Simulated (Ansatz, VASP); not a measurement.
Two plane-wave programs on NbSb

Contents of POSCAR:

```
NbSb
1.0
    0.0000000000      3.1470179345      3.1470179345
    3.1470179345      0.0000000000      3.1470179345
    3.1470179345      3.1470179345      0.0000000000
Nb Sb
1 1
Direct
    0.0000000000      0.0000000000      0.0000000000
    0.2500000000      0.2500000000      0.2500000000
```

File INCAR.step1:

```
SYSTEM = NbSb
  PREC = Accurate
  ENCUT = 550
  ISMEAR = 0
  SIGMA = 0.05
  LREAL = .False.
  LASPH = .True.
  NELM = 120
  NBANDS = 16
  GGA = PE
  ALGO = Normal
  EDIFF = 1E-5
  LWAVE = .True.
  LCHARG = .False.
  GGA_COMPAT = .False.
```

The input INCAR.step2:

```
SYSTEM = NbSb
  PREC = Accurate
  ENCUT = 550
  EDIFF = 1E-6
  ISMEAR = 0
  SIGMA = 0.05
  LREAL = .False.
  LASPH = .True.
  NELM = 120
  ALGO = Normal
  ISIF = 2
  LWAVE = .False.
  LCHARG = .False.
  METAGGA = R2SCAN
  LMIXTAU = .True.
  NBANDS = 16
  ISTART = 1
  GGA_COMPAT = .False.
```

The input KPOINTS:

```
regular mesh
0
Gamma
  10 10 10
  0 0 0
```

Input for Ansatz:

```yaml
crystal:
  lattice:
    - [0.0, 3.1470179345, 3.1470179345]
    - [3.1470179345, 0.0, 3.1470179345]
    - [3.1470179345, 3.1470179345, 0.0]
  atoms:
    - { symbol: Nb, position: [0.0, 0.0, 0.0] }
    - { symbol: Sb, position: [0.25, 0.25, 0.25] }
basis:
  ecutwfc: 500
  ecutrho_ratio: 4
kpoints:
  mp_grid: { grid: [10, 10, 10] }
hamiltonian:
  xc: r2scan
scf:
  occupations: { method: gaussian, width: 0.05 }
output:
  forces: true
  stress: true
  eigenvalues: true
  populations: true
  write_density: true
  write_potential: true
  elf: true
  volumetric_format: npy
```

Alike in both runs: task single point; functional r2SCAN; k mesh 10 × 10 × 10; occupations gaussian, width 0.05 eV; no spin polarisation.

|  | VASP | Ansatz |
| --- | --- | --- |
| version | VASP 6.6.1 | Ansatz 0.2.0 |
| potentials or method | VASP PAW PBE potentials, release 64 (Nb_sv, Sb), cutoff 550 eV | scalar-relativistic, plane waves, PAW |
| valence electrons in the cell | 18 | 28 |

|  | VASP | Ansatz | Ansatz less VASP |
| --- | --- | --- | --- |
| gap on the k mesh at the Fermi level (eV) | none | none | - |
| pressure (GPa) | -0.9 | -0.9 | +0.01 |

VASP's potentials were made for PBE, not for r2SCAN. A gap of «none» marks a metal or a gap that the smearing closes. With one functional, cell and mesh, what is left measures potentials, basis and numerics. VASP's potentials hold 18 valence electrons a cell and Ansatz's 28, so a difference there can come from the potentials and not from the codes.

Spin-orbit coupling is off throughout.
